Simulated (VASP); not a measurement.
Wanted: the native input for a VASP 6.6.1 run.

```yaml
Task: single point
Functional: PBE
Potentials_or_basis: VASP PAW PBE potentials, release 64 (In_d, Cu, O)
Cutoff: 520 eV
k_mesh: 6 × 6 × 6
Occupations: gaussian, width 0.1 eV
Spin: collinear spin
Starting_moments: "[0.0, 0.0, 1.0, 0.0, 0.0, 0.0, 0.0] μB"
Dipole_correction: no
Further_INCAR_settings: ALGO = Normal; EDIFF = 1e-07; NBANDS = 44
```

The structure of In2CuO4 lies in POSCAR:

```
In2CuO4
1.0
   -1.9785000000      1.9785000000      6.0400000000
    1.9785000000     -1.9785000000      6.0400000000
    1.9785000000      1.9785000000     -6.0400000000
In Cu O
2 1 4
Direct
    0.3529000000      0.3529000000      0.0000000000
    0.6471000000      0.6471000000      0.0000000000
    0.0000000000      0.0000000000      0.0000000000
    0.5000000000      0.0000000000      0.5000000000
    0.0000000000      0.5000000000      0.5000000000
    0.7500000000      0.2500000000      0.5000000000
    0.2500000000      0.7500000000      0.5000000000
```

These files were run (other wordings do the same):

INCAR

```
SYSTEM = In2CuO4
PREC = Accurate
ENCUT = 520
EDIFF = 1E-7
ISMEAR = 0
SIGMA = 0.1
LREAL = .FALSE.
LASPH = .TRUE.
NELM = 150
ALGO = Normal
ISIF = 2
LWAVE = .FALSE.
LCHARG = .TRUE.
ISPIN = 2
MAGMOM = 0 0 1 0 0 0 0
LORBIT = 11
LMAXMIX = 4
GGA = PE
LELF = .TRUE.
LVHAR = .TRUE.
NBANDS = 44
```

KPOINTS

```
regular mesh
0
G
  6 6 6
  0 0 0
```

Potentials or basis: VASP PAW PBE potentials, release 64 (In_d, Cu, O).

Run with:

```console
$ cat potpaw_PBE.64/In_d/POTCAR potpaw_PBE.64/Cu/POTCAR potpaw_PBE.64/O/POTCAR > POTCAR
$ mpirun -np 1 vasp_std > vasp.out
```

It gave:

```yaml
Pressure: -13.9 GPa
Largest_force: 1.677 eV/Å
Net_moment: -0.15 μB per cell
Site_moments: In +0.00; Cu -0.10; O -0.03, +0.00 (each value once) μB
Valence_electrons_inside_the_program's_atomic_spheres: In 11.02; Cu 9.83; O 4.90, 4.91 (each value once)
```

Caveat: the cell stands under tension; forces of over 1 eV/Å act on the atoms, so gaps and moduli don't describe the material at rest.

Run time: 9.5 min on 1 thread of AMD EPYC 9R45 96-Core Processor (Zen 5), on a shared host, peak memory 0.53 GiB.
